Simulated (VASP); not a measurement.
# KF (Fm-3m) in VASP: settings compared

Aim: see how the results for KF move with the level of theory and the settings. Levels: LDA, PBE+D3(BJ). Tasks: single point.

Program: VASP 6.6.1. These are calculated values, not measurements. Logs are shortened: lines on timing, memory, paths and dates and some standing lists are left out, and cuts for length are marked.

## 1. The cell of the first run

It takes space group Fm-3m (No. 225, cubic). Conventional cell: a = 5.163 Å, b = 5.163 Å, c = 5.163 Å, α = 90.00°, β = 90.00°, γ = 90.00°. K (site symmetry m-3m) has 6 F at 2.58 Å within 3.4 Å. Within 3.4 Å of F (site symmetry m-3m) lie 6 K at 2.58 Å.

## 2. Single point, LDA

Contents of INCAR:

```
ALGO     = Normal         # electronic algorithm
EDIFF    = 1E-6           # SCF threshold, eV
ENCUT    = 600            # plane-wave cutoff, eV
GGA_COMPAT= False        
ISIF     = 2              # what is computed and relaxed
ISMEAR   = 0              # smearing method
LASPH    = True           # aspherical terms in the spheres
LCHARG   = False          # write CHGCAR
LREAL    = False          # projectors in reciprocal space
LWAVE    = False          # write WAVECAR
NBANDS   = 15             # bands
NELM     = 120            # most SCF steps
PREC     = Accurate       # precision mode
SIGMA    = 0.01           # smearing width, eV
```

Contents of KPOINTS:

```
k-points
0
Gamma
  8 8 8
```

Contents of POSCAR:

```
KF
1.0
    0.0000000000      2.5812883216      2.5812883216
    2.5812883216      0.0000000000      2.5812883216
    2.5812883216      2.5812883216      0.0000000000
K F
1 1
Direct
    0.0000000000      0.0000000000      0.0000000000
    0.5000000000      0.5000000000      0.5000000000
```

Potentials or basis: VASP PAW LDA potentials, release 64 (K_sv, F).

Run with:

```console
> cat potpaw_LDA.64/K_sv/POTCAR potpaw_LDA.64/F/POTCAR > POTCAR
> mpirun -np 1 vasp_std > vasp.out
```

OUTCAR:

```text
EDIFF = 1E-6
   ENCUT = 600
   ISIF = 2
   ISMEAR = 0
   LASPH = True
   LREAL = False
   NELM = 120
   PREC = Accurate

 ion  position               nearest neighbor table
   1  0.000  0.000  0.000-   2 2.58   2 2.58   2 2.58   2 2.58   2 2.58   2 2.58
   2  0.500  0.500  0.500-   1 2.58   1 2.58   1 2.58   1 2.58   1 2.58   1 2.58

  LATTYP: Found a face centered cubic cell.
 ALAT       =     5.1625766432

  Lattice vectors:

 A1 = (   0.0000000000,   2.5812883216,   2.5812883216)
 A2 = (   2.5812883216,   0.0000000000,   2.5812883216)
 A3 = (   2.5812883216,   2.5812883216,   0.0000000000)

Analysis of symmetry for initial positions (statically):
=====================================================================
 Subroutine PRICEL returns:
 Original cell was already a primitive cell.

 Routine SETGRP: Setting up the symmetry group for a
 face centered cubic supercell.

 Subroutine GETGRP returns: Found 48 space group operations
 (whereof 48 operations were pure point group operations)
 out of a pool of 48 trial point group operations.

The static configuration has the point symmetry O_h .

Analysis of symmetry for dynamics (positions and initial velocities):
=====================================================================
 Subroutine PRICEL returns:
 Original cell was already a primitive cell.

 Routine SETGRP: Setting up the symmetry group for a
 face centered cubic supercell.

 Subroutine GETGRP returns: Found 48 space group operations
 (whereof 48 operations were pure point group operations)
 out of a pool of 48 trial point group operations.

The dynamic configuration has the point symmetry O_h .

 Subroutine INISYM returns: Found 48 space group operations
 (whereof 48 operations are pure point group operations),
 and found     1 'primitive' translations

----------------------------------------------------------------------------------------

                                     Primitive cell

  volume of cell :      34.3985

  direct lattice vectors                    reciprocal lattice vectors
     0.000000000  2.581288322  2.581288322    -0.193701725  0.193701725  0.193701725
     2.581288322  0.000000000  2.581288322     0.193701725 -0.193701725  0.193701725
     2.581288322  2.581288322  0.000000000     0.193701725  0.193701725 -0.193701725

  length of vectors
     3.650492953  3.650492953  3.650492953     0.335501229  0.335501229  0.335501229

  position of ions in fractional coordinates (direct lattice)
     0.000000000  0.000000000  0.000000000
     0.500000000  0.500000000  0.500000000

  ion indices of the primitive-cell ions
   primitive index   ion index
                 1           1
                 2           2

----------------------------------------------------------------------------------------

 KPOINTS: k-points

Automatic generation of k-mesh.
 Grid dimensions read from file:
 generate k-points for:    8    8    8

 Generating k-lattice:

  Cartesian coordinates                     Fractional coordinates (reciprocal lattice)
    -0.024212716  0.024212716  0.024212716     0.125000000  0.000000000  0.000000000
     0.024212716 -0.024212716  0.024212716     0.000000000  0.125000000  0.000000000
     0.024212716  0.024212716 -0.024212716     0.000000000  0.000000000  0.125000000

  Length of vectors
     0.041937654  0.041937654  0.041937654

  Shift w.r.t. Gamma in fractional coordinates (k-lattice)
     0.000000000  0.000000000  0.000000000

 Subroutine IBZKPT returns following result:
 ===========================================

 Found     29 irreducible k-points:

 Following reciprocal coordinates:
            Coordinates               Weight
  0.000000  0.000000  0.000000      1.000000
  0.125000  0.000000  0.000000      8.000000
  0.250000  0.000000  0.000000      8.000000
  0.375000  0.000000  0.000000      8.000000
  0.500000  0.000000  0.000000      4.000000
  0.125000  0.125000  0.000000      6.000000
[... 16 lines left out ...]
  0.500000  0.250000  0.125000     48.000000
 -0.375000  0.250000  0.125000     24.000000
 [... further k-points ...]
   k-points           NKPTS =     29   k-points in BZ     NKDIM =     29   number of bands    NBANDS=     15
   number of dos      NEDOS =    301   number of ions     NIONS =      2
   total plane-waves  NPLWV =  27000
   dimension x,y,z NGX =    30 NGY =   30 NGZ =   30
   dimension x,y,z NGXF=    60 NGYF=   60 NGZF=   60
   ions per type =               1   1
   NGX,Y,Z   is equivalent  to a cutoff of  13.66, 13.66, 13.66 a.u.
   NGXF,Y,Z  is equivalent  to a cutoff of  27.32, 27.32, 27.32 a.u.
 SYSTEM =  unknown system
   PREC   = accura    normal or accurate (medium, high low for compatibility)
   ISTART =      0    job   : 0-new  1-cont  2-samecut
   ICHARG =      2    charge: 1-file 2-atom 10-const
   ISPIN  =      1    spin polarized calculation?
   LNONCOLLINEAR =      F non collinear calculations
   LSORBIT =      F    spin-orbit coupling
   LASPH  =      T    aspherical Exc in radial PAW
   ENCUT  =  600.0 eV  44.10 Ry    6.64 a.u.   7.29  7.29  7.29*2*pi/ulx,y,z
   NELM   =    120;   NELMIN=  2; NELMDL= -5     # of ELM steps
   EDIFF  = 0.1E-05   stopping-criterion for ELM
   LREAL  =      F    real-space projection
[... 7 lines left out ...]
   TEBEG  =    0.0;   TEEND  =   0.0 temperature during run
   PSTRESS=    0.0 pullay stress
   NELECT =      16.0000    total number of electrons
   NUPDOWN=      -1.0000    fix difference up-down
   EMIN   =  10.00;   EMAX   =-10.00  energy-range for DOS
   EFERMI =   0.00;   METHOD = LEGACY
   ISMEAR =     0;   SIGMA  =   0.01  broadening in eV -4-tet -1-fermi 0-gaus
   EFERMI_NEDOS =   21; number of points for ismear=-14 and -15
   IALGO  =     38    algorithm
   IMIX   =      4    mixing-type and parameters
     AMIX     =   0.40;   BMIX     =  1.00
     AMIX_MAG =   1.60;   BMIX_MAG =  1.00
  volume/ion in A,a.u.               =      17.20       116.07
  Fermi-wavevector in a.u.,A,eV,Ry     =   1.268435  2.396995 21.890795  1.608928
  Thomas-Fermi vector in A             =   2.401530
   LORBIT       =      0    0 simple, 1 ext, 2 COOP (PROOUT), +10 PAW based schemes
   GGA     = CA    functional components
   LHFCALC =     F    Hartree Fock is set to
   AEXX    =    0.0000 exact exchange contribution
   IVDW    =     0    specifies the selected vdW correction
   LEPSILON=     F    determine dielectric tensor
   LRPA    =     F    only Hartree local field effects (RPA)
 non-spin polarized calculation
 Gauss-broadening in eV      SIGMA  =   0.01
  energy-cutoff  :      600.00
  volume of cell :       34.40
 maximum number of plane-waves:      1174
 NGX is ok and might be reduce to    30
   NGX = 15   NGY = 15   NGZ = 15

 number of electron      16.0000001 magnetization

 Free energy of the ion-electron system (eV)
  ---------------------------------------------------
  ext. energy  EPLUGINS =         0.00000000
  ---------------------------------------------------
  free energy    TOTEN  =        -9.07340679 eV

  energy without entropy =       -9.07340679  energy(sigma->0) =       -9.07340679

 E-fermi :  -2.8792     XC(G=0):  -9.6136

 val. band max:       -2.9275574882   @ k =   0.0000   0.0000   0.0000
 cond. band min:       3.4220731325   @ k =   0.0000   0.0000   0.0000
 fundamental gap:      6.3496306207
 Fermi energy:        -2.8791852871

 k-point     1 :       0.0000    0.0000    0.0000
  band No.  band energies     occupation
      1     -28.3063      2.00000
      2     -21.1971      2.00000
      3     -11.6805      2.00000
      4     -11.6805      2.00000
      5     -11.6805      2.00000
      6      -2.9276      2.00000
      7      -2.9276      2.00000
      8      -2.9276      2.00000
      9       3.4221      0.00000
     10       7.8522      0.00000
     11       7.8522      0.00000
     12       7.8522      0.00000
     13       9.7371      0.00000
     14       9.7371      0.00000
     15      14.0942      0.00000

 k-point     2 :       0.1250    0.0000    0.0000
  band No.  band energies     occupation
      1     -28.2820      2.00000
      2     -21.2223      2.00000
      3     -11.7335      2.00000
      4     -11.6871      2.00000
      5     -11.6871      2.00000
      6      -3.1028      2.00000
      7      -2.9993      2.00000
      8      -2.9993      2.00000
      9       3.9049      0.00000
     10       7.5642      0.00000
     11       8.0938      0.00000
     12       8.0938      0.00000
     13       9.9196      0.00000
     14       9.9196      0.00000
     15      14.9834      0.00000

 k-point     3 :       0.2500    0.0000    0.0000
  band No.  band energies     occupation
      1     -28.2225      2.00000
      2     -21.2840      2.00000
      3     -11.8602      2.00000
      4     -11.7027      2.00000
      5     -11.7027      2.00000
      6      -3.4687      2.00000
      7      -3.1669      2.00000
      8      -3.1669      2.00000
      9       5.0676      0.00000
     10       7.2163      0.00000
     11       8.7031      0.00000
     12       8.7031      0.00000
     13      10.4646      0.00000
     14      10.4646      0.00000
     15      16.4291      0.00000
[... 343 lines left out ...]
 k-point    23 :       0.5000    0.2500    0.1250
  band No.  band energies     occupation
      1     -28.1356      2.00000
      2     -21.3241      2.00000
      3     -12.0687      2.00000
      4     -11.9773      2.00000
      5     -11.7656      2.00000
      6      -3.6010      2.00000
      7      -3.3126      2.00000
      8      -3.0910      2.00000
      9       6.4288      0.00000
     10       6.8926      0.00000
     11       9.2363      0.00000
     12      10.0588      0.00000
     13      11.1524      0.00000
     14      12.2449      0.00000
     15      14.1671      0.00000

 k-point    24 :      -0.3750    0.2500    0.1250
  band No.  band energies     occupation
      1     -28.1162      2.00000
      2     -21.3360      2.00000
      3     -12.1330      2.00000
      4     -12.0046      2.00000
      5     -11.7734      2.00000
      6      -3.6122      2.00000
      7      -3.2675      2.00000
      8      -3.2188      2.00000
      9       6.5793      0.00000
     10       7.3406      0.00000
     11       9.2227      0.00000
     12      10.2577      0.00000
     13      11.7055      0.00000
     14      12.8577      0.00000
     15      13.2260      0.00000

 [... further k-points ...]

------------------------ aborting loop because EDIFF is reached ----------------------------------------

  FORCE on cell =-STRESS in cart. coord.  units (eV):
  Direction    XX          YY          ZZ          XY          YZ          ZX
  --------------------------------------------------------------------------------------
  -------------------------------------------------------------------------------------
  Total        0.0387472      0.0387472      0.0387472      0.0000000      0.0000000      0.0000000
  in kB        1.8047285      1.8047285      1.8047285      0.0000000      0.0000000      0.0000000
  external PRESSURE =       1.8047285 kB  Pullay stress =       0.0000000 kB

 VOLUME and BASIS-vectors are now :
 -----------------------------------------------------------------------------
  energy-cutoff  :      600.00
  volume of cell :       34.40
      direct lattice vectors                 reciprocal lattice vectors
     0.000000000  2.581288322  2.581288322    -0.193701725  0.193701725  0.193701725
     2.581288322  0.000000000  2.581288322     0.193701725 -0.193701725  0.193701725
     2.581288322  2.581288322  0.000000000     0.193701725  0.193701725 -0.193701725

 POSITION                                       TOTAL-FORCE (eV/Angst)
 -----------------------------------------------------------------------------------
      0.00000      0.00000      0.00000        -0.000000     -0.000000     -0.000000
      2.58129      2.58129      2.58129         0.000000      0.000000      0.000000
 -----------------------------------------------------------------------------------
    total drift:                                0.000000      0.000000      0.000000

  FREE ENERGIE OF THE ION-ELECTRON SYSTEM (eV)
  ---------------------------------------------------
  free  energy   TOTEN  =        -9.0734067910 eV

  energy  without entropy=       -9.0734067910  energy(sigma->0) =       -9.07340679
```

Run time: 36 s. Hardware: 1 thread of AMD EPYC 7R43 (Zen 3), shared host; peak memory 0.12 GiB.

What came out:

```yaml
Free_energy: -9.0734 eV
Pressure: 0.2 GPa
Band_gap_on_the_k_mesh: 6.35 eV
```

## 3. Single point, PBE+D3(BJ)

This run uses another cell than the first one, of 19.10 Å³/atom.

Contents of INCAR:

```
PREC = Accurate ; ENCUT = 600
EDIFF = 1E-6 ; ISMEAR = 0
SIGMA = 0.01 ; LREAL = F
LASPH = T ; NELM = 120
ALGO = Normal ; ISIF = 2
LWAVE = F ; LCHARG = T
GGA = PE ; IVDW = 12
LELF = T ; LVHAR = T
NBANDS = 15 ; GGA_COMPAT = F
```

Contents of KPOINTS:

```
regular mesh
0
Gamma
  8 8 8
```

Contents of POSCAR:

```
KF
1.0
    0.0000000000      2.6733003521      2.6733003521
    2.6733003521      0.0000000000      2.6733003521
    2.6733003521      2.6733003521      0.0000000000
K F
1 1
Direct
    0.0000000000      0.0000000000      0.0000000000
    0.5000000000      0.5000000000      0.5000000000
```

Potentials or basis: VASP PAW PBE potentials, release 64 (K_sv, F).

Run with:

```console
> cat potpaw_PBE.64/K_sv/POTCAR potpaw_PBE.64/F/POTCAR > POTCAR
> mpirun -np 1 vasp_std > vasp.out
```

Run time: 28 s. Hardware: 1 thread of AMD EPYC 7R43 (Zen 3), shared host; peak memory 0.15 GiB.

It converged, with:

```yaml
Free_energy: -8.6084 eV
Pressure: 0.0 GPa
Band_gap_on_the_k_mesh: 6.16 eV
Dispersion_energy_per_atom: -0.158 eV
```

Levels at points of the mesh, in eV from the valence-band top:
```tsv
k point	band 5	band 6	band 7	band 8	band 9	band 10	band 11	band 12
(0.00, 0.00, 0.00)	-9.39	0.00	0.00	0.00	6.16	10.68	10.68	10.68
(0.50, 0.00, 0.00)	-9.43	-0.79	-0.35	-0.35	9.06	10.59	12.07	12.07
(0.50, 0.50, 0.00)	-9.60	-0.21	-0.06	-0.06	8.20	10.30	11.80	13.60
```
